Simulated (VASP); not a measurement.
**Y: single point with r2SCAN**

Y:

```
Y
1.0
    -2.03364    2.03364    2.03364
     2.03364   -2.03364    2.03364
     2.03364    2.03364   -2.03364
Y
1
Direct
  0.00000 0.00000 0.00000
```

This isn't the form of Y at room conditions, which is hcp.

```yaml
Program: VASP 6.6.1
Task: single point
Functional: r2SCAN
Potentials_or_basis: VASP PAW PBE potentials, release 64 (Y_sv)
Cutoff: 550 eV
k_mesh: 15 × 15 × 15
Occupations: gaussian, width 0.05 eV
Spin: no spin polarisation
Dipole_correction: no
Further_INCAR_settings: ALGO = Normal; EDIFF = 1e-06; NBANDS = 12
```

```yaml
Pressure: 0.1 GPa
Band_gap_on_the_k_mesh: zero (an odd number of electrons rules out a gap without spin polarisation)
```

Levels at points of the mesh, in eV from the Fermi level:
```
           k point  band 3  band 4  band 5  band 6  band 7  band 8
(0.00, 0.00, 0.00)  -23.52  -23.52   -5.01    1.95    1.95    1.95
```

Run time: 2.1 min on 1 thread of Intel(R) Xeon(R) Platinum 8559C (Emerald Rapids), on a shared host, peak memory 0.22 GiB.

Caveat: the PAW data sets were made with another functional, which shifts forces and pressure a little.
